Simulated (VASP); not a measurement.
Input of a VASP 6.6.1 run:

INCAR

```
SYSTEM = CaPtC4N4
ALGO     = Normal         ! electronic algorithm
EDIFF    = 1E-6           ! SCF threshold, eV
ENCUT    = 600            ! plane-wave cutoff, eV
GGA      = PE             ! functional
GGA_COMPAT= .FALSE.      
ISIF     = 2              ! what is computed and relaxed
ISMEAR   = 0              ! smearing method
ISPIN    = 2              ! spin polarisation
LASPH    = .TRUE.         ! aspherical terms in the spheres
LCHARG   = .FALSE.        ! write CHGCAR
LMAXMIX  = 4              ! l up to which the mixer works
LORBIT   = 11             ! projections on sites
LREAL    = .FALSE.        ! projectors in reciprocal space
LWAVE    = .FALSE.        ! write WAVECAR
MAGMOM   = -0.5 -4 2 0.5 -1 -2 4 2 -0.5 -0.5 ! initial moments
NBANDS   = 43             ! bands
NELM     = 200            ! most SCF steps
PREC     = Accurate       ! precision mode
SIGMA    = 0.02           ! smearing width, eV
```

Contents of KPOINTS:

```
k-points
0
G
  4 4 4
  0 0 0
```

Contents of POSCAR:

```
CaPtC4N4
1.0
    3.8884553401     -4.0604610553      0.0000000000
    3.8884553401      4.0604610553      0.0000000000
    0.0000000000      0.0000000000      7.8161020681
Ca Pt C N
1 1 4 4
Direct
    0.0000000000      0.0000000000      0.0000000000
    0.5000000000      0.5000000000      0.5000000000
    0.2254248147      0.7745751853      0.7797785343
    0.7745751853      0.2254248147      0.2202214657
    0.2254248147      0.7745751853      0.2202214657
    0.7745751853      0.2254248147      0.7797785343
    0.3295705062      0.6704294938      0.6766026083
    0.6704294938      0.3295705062      0.3233973917
    0.3295705062      0.6704294938      0.3233973917
    0.6704294938      0.3295705062      0.6766026083
```

Potentials or basis: VASP PAW PBE potentials, release 64 (Ca_sv, Pt, C, N).

Run with:

```console
$ cat potpaw_PBE.64/Ca_sv/POTCAR potpaw_PBE.64/Pt/POTCAR potpaw_PBE.64/C/POTCAR potpaw_PBE.64/N/POTCAR > POTCAR
$ mpirun -np 1 vasp_std > vasp.out
```

Problem. Estimate the band gap on the k mesh.

Solution. 3.83 eV (least direct gap 3.89 eV).

Problem. What does it give for the largest force?

Solution. 0.365 eV/Å.

Problem. Predict the pressure.

Solution. 0.3 GPa.

Stress tensor (GPa, compression positive):
```
-0.08  0.00  0.00
 0.00  0.45  0.00
 0.00  0.00  0.40
```

Caveat: spin-orbit coupling is left out, which moves the levels of the heavy elements. A k mesh can miss the band edges.
